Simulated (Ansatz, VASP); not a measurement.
**BN in VASP and in Ansatz**

```
B N
1.0
     0.00000    1.81300    1.81300
     1.81300    0.00000    1.81300
     1.81300    1.81300    0.00000
B N
1 1
Direct
  0.00000 0.00000 0.00000
  0.75000 0.75000 0.75000
```

Alike in both runs: task single point; functional r2SCAN; k mesh 12 × 12 × 12; occupations gaussian, width 0.05 eV; no spin polarisation.

|  | VASP | Ansatz |
| --- | --- | --- |
| version | VASP 6.6.1 | Ansatz 0.2.0 |
| potentials or method | VASP PAW PBE potentials, release 64 (B_h, N_h), cutoff 910 eV | scalar-relativistic, plane waves, PAW |
| valence electrons in the cell | 8 | 8 |

|  | VASP | Ansatz | Ansatz less VASP |
| --- | --- | --- | --- |
| gap on the k mesh at the Fermi level (eV) | 4.98 | 4.99 | +0.005 |
| least direct gap on the mesh (eV) | 9.50 | 9.52 | +0.016 |

VASP's potentials were made for PBE, not for r2SCAN. With one functional, cell and mesh, what is left measures potentials, basis and numerics.

Noted on VASP's run: the cutoff is short for stress, so the pressure is rough.
